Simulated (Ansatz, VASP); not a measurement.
Sr: VASP beside Ansatz

```
Sr
1.0
     0.00000    3.01914    3.01914
     3.01914    0.00000    3.01914
     3.01914    3.01914    0.00000
Sr
1
Cartesian
  0.0000 0.0000 0.0000
```

Alike in both runs: task relaxation of cell and atoms; functional PBE; k mesh 11 × 11 × 11; occupations fermi-dirac, width 0.1 eV; no spin polarisation.

|  | VASP | Ansatz |
| --- | --- | --- |
| version | VASP 6.6.1 | Ansatz 0.2.0 |
| potentials or method | VASP PAW PBE potentials, release 64 (Sr_sv) | PAW with Ansatz's default frozen-core files, scalar-relativistic |
| plane-wave cutoff (eV) | 600 | 420 |
| valence electrons in the cell | 10 | 10 |

```csv
,VASP,Ansatz,Ansatz less VASP
relaxed volume (Å³/atom),55.04,55.04,0.000
relaxed cell length with the largest relative difference (Å),4.270,4.270,0.0000
```

Noted on VASP's run: the relaxation stopped at its first step, so nothing moved.
